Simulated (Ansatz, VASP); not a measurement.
Given: the input of a run of Ansatz 0.2.0 on Te.

Contents of input.yaml:

```yaml
crystal:
  lattice:
    - [3.8202894285, -2.1482026, 0.0]
    - [3.8202894285, 2.1482026, 0.0]
    - [-0.0942908673, 0.0, 5.9760906531]
  atoms:
    - { symbol: Te, position: [0.0, 0.0, 0.0] }
    - { symbol: Te, position: [0.30944661, 0.30944661, 0.33880949] }
    - { symbol: Te, position: [0.69055339, 0.69055339, 0.66119051] }
hamiltonian:
  xc: pbesol
  pseudopotentials: { kind: paw }
kpoints:
  mp_grid: { grid: [7, 7, 5] }
scf:
  occupations: { method: fermi_dirac, width: 0.05 }
output:
  forces: true
  stress: true
  eigenvalues: true
relax:
  f_tol: 0.01
  max_steps: 40
  cell: { stress_tol: 0.05 }
```

Potentials or basis: Ansatz PAW.

Run with:

```bash
$ ansatz run input.yaml --threads 2 --pin off --max-ram 5632MiB --backend cpu --events-out ev --progress --plain --runs-dir out
```

Q: Translate it to VASP 6.6.1. Potentials there: VASP PAW PBE potentials, release 64 (Te).

A: As run (the cutoff follows the program's own potentials):

The input INCAR:

```
SYSTEM = Te
PREC     = Accurate       ! precision mode
ENCUT    = 600            ! plane-wave cutoff, eV
EDIFF    = 1E-7           ! SCF threshold, eV
ISMEAR   = -1             ! smearing method
SIGMA    = 0.05           ! smearing width, eV
LREAL    = .FALSE.        ! projectors in reciprocal space
LASPH    = .TRUE.         ! aspherical terms in the spheres
NELM     = 60             ! most SCF steps
ALGO     = Normal         ! electronic algorithm
ISIF     = 3              ! what is computed and relaxed
LWAVE    = .FALSE.        ! write WAVECAR
LCHARG   = .FALSE.        ! write CHGCAR
GGA      = PS             ! functional
IBRION   = 2              ! ionic algorithm
NSW      = 60             ! ionic steps
EDIFFG   = -0.01          ! ionic threshold
```

KPOINTS

```
regular mesh
0
G
  7 7 5
  0 0 0
```

POSCAR

```
Te
1.0
    3.8202894285     -2.1482026000      0.0000000000
    3.8202894285      2.1482026000      0.0000000000
   -0.0942908673      0.0000000000      5.9760906531
Te
3
Direct
    0.0000000000      0.0000000000      0.0000000000
    0.3094466100      0.3094466100      0.3388094900
    0.6905533900      0.6905533900      0.6611905100
```

Potentials or basis: VASP PAW PBE potentials, release 64 (Te).

Launch:

```console
$ cat potpaw_PBE.64/Te/POTCAR > POTCAR
$ mpirun -np 1 vasp_std > vasp.out
```

Both were run:

|  | VASP | Ansatz | Ansatz less VASP |
| --- | --- | --- | --- |
| gap on the k mesh at the Fermi level, each at its own relaxed structure (eV) | none | none | - |
| relaxed volume (Å³/atom) | 31.26 | 31.23 | -0.029 |
| relaxed cell length with the largest relative difference (Å) | 4.313 | 4.312 | -0.0010 |

VASP's potentials were made for PBE, not for PBEsol. A gap of «none» marks a metal or a gap that the smearing closes. VASP's potentials hold 18 valence electrons a cell and Ansatz's 48, so a difference there can come from the potentials and not from the codes.

Spin-orbit coupling is off throughout. Noted on Ansatz's run: the plane-wave basis is chosen anew once the cell has moved, so the energies of steps on either side of that aren't comparable.
